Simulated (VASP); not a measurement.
Ag:

```
Ag
1.0
     0.00000    2.04275    2.04275
     2.04275    0.00000    2.04275
     2.04275    2.04275    0.00000
Ag
1
Cartesian
  0.0000 0.0000 0.0000
```

```yaml
Program: VASP 6.6.1
Task: relaxation of cell and atoms
Functional: RPBE
Potentials_or_basis: VASP PAW PBE potentials, release 64 (Ag)
Cutoff: 600 eV
k_mesh: 11 × 11 × 11
Occupations: fermi-dirac, width 0.05 eV
Spin: no spin polarisation
```

At the start: pressure 8.4 GPa; volume 17.05 Å³/atom.

Question: How do energy, volume and symmetry change on relaxing?

Answer: Over 5 steps the energy falls by 37.3 meV/atom and the volume is 18.64 Å³/atom (+9.3 %); space group Fm-3m (No. 225, to 0.05 Å).

Step by step:
```csv
step,energy change (eV),largest force (eV/Å),pressure (GPa),volume (Å³)
1,0.0000,0.0000,8.36,17.05
2,-0.0319,0.0000,-2.37,19.34
3,-0.0373,0.0000,0.06,18.63
4,-0.0373,0.0000,-0.07,18.66
5,-0.0373,0.0000,-0.01,18.64
```

Final structure:
```yaml
crystal:
  lattice:
    - [0.00000, 2.10443, 2.10443]
    - [2.10443, 0.00000, 2.10443]
    - [2.10443, 2.10443, 0.00000]
  atoms:
    - { symbol: Ag, position: [0.00000, 0.00000, 0.00000] }
```

Caveat: the PAW data sets were made with another functional, which shifts forces and pressure a little.
